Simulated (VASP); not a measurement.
# MoRu2 (P-62m) in VASP: notebook

MoRu2 is run at these levels: PBE; tasks: single point.

Everything below comes from runs of VASP 6.6.1. Logs are shortened: lines on timing, memory, paths and dates and some standing lists are left out, and cuts for length are marked.

## (1) The cell of the first run

The structure is hexagonal, space group P-62m (No. 189). The conventional cell has a = 4.781 Å, b = 4.781 Å, c = 4.374 Å, α = 90.00°, β = 90.00°, γ = 120.00°. Mo (site symmetry -6) has 9 Ru at 2.71 to 2.76 Å and 3 Mo at 2.76 Å within 3.6 Å. Ru (site symmetry -62m) has 6 Ru at 2.70 Å and 6 Mo at 2.76 Å within 3.6 Å. Within 3.6 Å of Ru (site symmetry m2m) lie 8 Ru at 2.70 to 2.77 Å and 4 Mo at 2.71 Å.

## (2) Single point, PBE

INCAR reads:

```
SYSTEM = MoRu2
ALGO = Normal
EDIFF = 1E-6
ENCUT = 520
GGA = PE
ISIF = 2
ISMEAR = 0
LASPH = .TRUE.
LCHARG = .FALSE.
LREAL = .FALSE.
LWAVE = .FALSE.
NBANDS = 51
NELM = 60
PREC = Accurate
SIGMA = 0.1
```

KPOINTS reads:

```
k-points
0
G
  6 6 4
  0 0 0
```

POSCAR reads:

```
MoRu2
1.0
    4.7810990000      0.0000000000      0.0000000000
   -2.3905495000      4.1405532000      0.0000000000
    0.0000000000      0.0000000000      4.3736522000
Mo Ru
2 4
Direct
    0.6666667000      0.3333333000      0.0000000000
    0.3333333000      0.6666667000      0.0000000000
    0.0000000000      0.0000000000      0.0000000000
    0.0000000000      0.3308135000      0.5000000000
    0.6691865000      0.6691865000      0.5000000000
    0.3308135000      0.0000000000      0.5000000000
```

Potentials or basis: VASP PAW PBE potentials, release 64 (Mo_sv, Ru_pv).

The run is started by

```console
$ cat potpaw_PBE.64/Mo_sv/POTCAR potpaw_PBE.64/Ru_pv/POTCAR > POTCAR
$ mpirun -np 1 vasp_std > vasp.out
```

OUTCAR:

```text
SYSTEM = MoRu2
   EDIFF = 1E-6
   ENCUT = 520
   GGA = PE
   ISIF = 2
   ISMEAR = 0
   LASPH = .TRUE.
   LREAL = .FALSE.
   NELM = 60
   PREC = Accurate

 ion  position               nearest neighbor table
   1  0.667  0.333  0.000-   4 2.71   4 2.71   6 2.71   6 2.71   5 2.71   5 2.71   3 2.76   2 2.76
                             2 2.76   3 2.76   3 2.76   2 2.76
   2  0.333  0.667  0.000-   6 2.71   6 2.71   4 2.71   4 2.71   5 2.71   5 2.71   3 2.76   1 2.76
                             1 2.76   3 2.76   3 2.76   1 2.76
   3  0.000  0.000  0.000-   6 2.70   6 2.70   4 2.70   4 2.70   5 2.70   5 2.70   1 2.76   2 2.76
                             1 2.76   2 2.76   1 2.76   2 2.76
   4  0.000  0.331  0.500-   3 2.70   3 2.70   1 2.71   1 2.71   2 2.71   2 2.71   6 2.74   5 2.74
                             6 2.77   5 2.77   5 2.77   6 2.77
   5  0.669  0.669  0.500-   3 2.70   3 2.70   2 2.71   2 2.71   1 2.71   1 2.71   6 2.74   4 2.74
                             6 2.77   4 2.77   4 2.77   6 2.77
   6  0.331  0.000  0.500-   3 2.70   3 2.70   2 2.71   2 2.71   1 2.71   1 2.71   4 2.74   5 2.74
                             4 2.77   5 2.77   4 2.77   5 2.77

  LATTYP: Found a hexagonal cell.
 ALAT       =     4.7810990000
 C/A-ratio  =     0.9147796772

  Lattice vectors:

 A1 = (   4.7810990000,   0.0000000000,   0.0000000000)
 A2 = (  -2.3905495000,   4.1405532000,   0.0000000000)
 A3 = (   0.0000000000,   0.0000000000,   4.3736522000)

Analysis of symmetry for initial positions (statically):
=====================================================================
 Subroutine PRICEL returns:
 Original cell was already a primitive cell.

 Routine SETGRP: Setting up the symmetry group for a
 hexagonal supercell.

 Subroutine GETGRP returns: Found 12 space group operations
 (whereof 12 operations were pure point group operations)
 out of a pool of 24 trial point group operations.

The static configuration has the point symmetry D_3h.

Analysis of symmetry for dynamics (positions and initial velocities):
=====================================================================
 Subroutine PRICEL returns:
 Original cell was already a primitive cell.

 Routine SETGRP: Setting up the symmetry group for a
 hexagonal supercell.

 Subroutine GETGRP returns: Found 12 space group operations
 (whereof 12 operations were pure point group operations)
 out of a pool of 24 trial point group operations.

The dynamic configuration has the point symmetry D_3h.

[... 104 lines left out ...]
   EDIFFG = 0.1E-04   stopping-criterion for IOM
   NSW    =      0    number of steps for IOM
   IBRION =     -1    ionic relax: 0-MD 1-quasi-New 2-CG
   NFREE  =      0    steps in history (QN), initial steepest desc. (CG)
   ISIF   =      2    stress and relaxation
   ISYM   =      2    0-nonsym 1-usesym 2-fastsym
   POTIM  = 0.5000    time-step for ionic-motion
   TEBEG  =    0.0;   TEEND  =   0.0 temperature during run
   PSTRESS=    0.0 pullay stress
   NELECT =      84.0000    total number of electrons
   NUPDOWN=      -1.0000    fix difference up-down
   EMIN   =  10.00;   EMAX   =-10.00  energy-range for DOS
   EFERMI =   0.00;   METHOD = LEGACY
   ISMEAR =     0;   SIGMA  =   0.10  broadening in eV -4-tet -1-fermi 0-gaus
   EFERMI_NEDOS =   21; number of points for ismear=-14 and -15
   IALGO  =     38    algorithm
   IMIX   =      4    mixing-type and parameters
     AMIX     =   0.40;   BMIX     =  1.00
     AMIX_MAG =   1.60;   BMIX_MAG =  1.00
  volume/ion in A,a.u.               =      14.43        97.38
  Fermi-wavevector in a.u.,A,eV,Ry     =   1.620657  3.062598 35.736104  2.626530
  Thomas-Fermi vector in A             =   2.714560
   LORBIT       =      0    0 simple, 1 ext, 2 COOP (PROOUT), +10 PAW based schemes
   GGA     = PE    functional components
   LHFCALC =     F    Hartree Fock is set to
   AEXX    =    0.0000 exact exchange contribution
   IVDW    =     0    specifies the selected vdW correction
   LEPSILON=     F    determine dielectric tensor
   LRPA    =     F    only Hartree local field effects (RPA)
 non-spin polarized calculation
 Gauss-broadening in eV      SIGMA  =   0.10
  energy-cutoff  :      520.00
  volume of cell :       86.58
 maximum number of plane-waves:      2356
 NGX is ok and might be reduce to    36
   NGX = 17   NGY = 17   NGZ = 17

 number of electron      84.0000014 magnetization

 Free energy of the ion-electron system (eV)
  ---------------------------------------------------
  ext. energy  EPLUGINS =         0.00000000
  ---------------------------------------------------
  free energy    TOTEN  =       -58.85287690 eV

  energy without entropy =      -58.83215397  energy(sigma->0) =      -58.84251543

 E-fermi :  12.2903     XC(G=0): -13.7746

 val. band max:       12.2549580696   @ k =   0.3333   0.3333   0.2500
 cond. band min:      12.2928588720   @ k =   0.3333  -0.0000   0.2500
 fundamental gap:      0.0379008024
 Fermi energy:        12.2903438854

 k-point     1 :       0.0000    0.0000    0.0000
  band No.  band energies     occupation
      1     -48.5429      2.00000
      2     -48.3942      2.00000
      3     -30.7164      2.00000
      4     -30.5567      2.00000
      5     -30.5567      2.00000
      6     -30.5098      2.00000
[... 1123 lines left out ...]
     50      14.8250      0.00000
     51      15.3940      0.00000

------------------------ aborting loop because EDIFF is reached ----------------------------------------

  FORCE on cell =-STRESS in cart. coord.  units (eV):
  Direction    XX          YY          ZZ          XY          YZ          ZX
  --------------------------------------------------------------------------------------
  -------------------------------------------------------------------------------------
  Total        0.2244841      0.2244841     -0.6568142      0.0000000     -0.0000000      0.0000000
  in kB        4.1539933      4.1539933    -12.1540995      0.0000000     -0.0000000      0.0000000
  external PRESSURE =      -1.2820376 kB  Pullay stress =       0.0000000 kB

 VOLUME and BASIS-vectors are now :
 -----------------------------------------------------------------------------
  energy-cutoff  :      520.00
  volume of cell :       86.58
      direct lattice vectors                 reciprocal lattice vectors
     4.781099000  0.000000000  0.000000000     0.209156932  0.120756811  0.000000000
    -2.390549500  4.140553200  0.000000000     0.000000000  0.241513622  0.000000000
     0.000000000  0.000000000  4.373652200     0.000000000  0.000000000  0.228641866

 POSITION                                       TOTAL-FORCE (eV/Angst)
 -----------------------------------------------------------------------------------
      2.39055      1.38018      0.00000        -0.000000     -0.000000      0.000000
     -0.00000      2.76037      0.00000        -0.000000     -0.000000      0.000000
      0.00000      0.00000      0.00000        -0.000000     -0.000000      0.000000
     -0.79083      1.36975      2.18683        -0.012247      0.021213      0.000000
      1.59972      2.77080      2.18683        -0.012247     -0.021213     -0.000000
      1.58165      0.00000      2.18683         0.024495     -0.000000      0.000000
 -----------------------------------------------------------------------------------
    total drift:                               -0.000000     -0.000000      0.000000

  FREE ENERGIE OF THE ION-ELECTRON SYSTEM (eV)
  ---------------------------------------------------
  free  energy   TOTEN  =       -58.8528768950 eV

  energy  without entropy=      -58.8321539690  energy(sigma->0) =      -58.84251543
```

OSZICAR:

```text
N       E                     dE             d eps       ncg     rms          rms(c)
DAV:   1     0.109694587445E+04    0.10969E+04   -0.50524E+04  2142   0.179E+03
DAV:   2    -0.197449079519E+02   -0.11167E+04   -0.10907E+04  2290   0.574E+02
DAV:   3    -0.617794911320E+02   -0.42035E+02   -0.40363E+02  2605   0.112E+02
DAV:   4    -0.626986658743E+02   -0.91917E+00   -0.91032E+00  2428   0.145E+01
DAV:   5    -0.627239288389E+02   -0.25263E-01   -0.25229E-01  2721   0.218E+00    0.313E+01
DAV:   6    -0.594164454101E+02    0.33075E+01   -0.11530E+01  2309   0.198E+01    0.909E+00
DAV:   7    -0.601145116650E+02   -0.69807E+00   -0.92525E+00  2593   0.127E+01    0.915E+00
DAV:   8    -0.588604658755E+02    0.12540E+01   -0.43458E+00  2697   0.102E+01    0.146E+00
DAV:   9    -0.588578060802E+02    0.26598E-02   -0.12568E-01  2490   0.200E+00    0.702E-01
DAV:  10    -0.588550610875E+02    0.27450E-02   -0.37630E-02  2605   0.158E+00    0.449E-01
DAV:  11    -0.588528353829E+02    0.22257E-02   -0.88144E-03  2575   0.767E-01    0.121E-01
DAV:  12    -0.588528784380E+02   -0.43055E-04   -0.27787E-04  2437   0.108E-01    0.515E-02
DAV:  13    -0.588528778425E+02    0.59549E-06   -0.33843E-05  2619   0.354E-02    0.110E-02
DAV:  14    -0.588528768950E+02    0.94746E-06   -0.66274E-06  2239   0.173E-02
   1 F= -.58852877E+02 E0= -.58842515E+02  d E =-.207229E-01
```

Wall time 38 s (1 thread of Intel Xeon 6975P-C (Granite Rapids), shared host); peak memory 0.23 GiB.

Results:

| Quantity | Value |
| --- | --- |
| Free energy | -58.8529 eV |
| Pressure | -0.1 GPa |
| Largest force | 0.024 eV/Å |
| Band gap on the k mesh | zero (bands 42 and 43 overlap by 0.80 eV) |

Forces in eV/Å, atoms in the order of the input:
```
Mo   0.000  0.000  0.000
Mo   0.000  0.000  0.000
Ru   0.000  0.000  0.000
Ru  -0.012  0.021  0.000
Ru  -0.012 -0.021  0.000
Ru   0.024  0.000  0.000
```

[end of part 1 of 2]
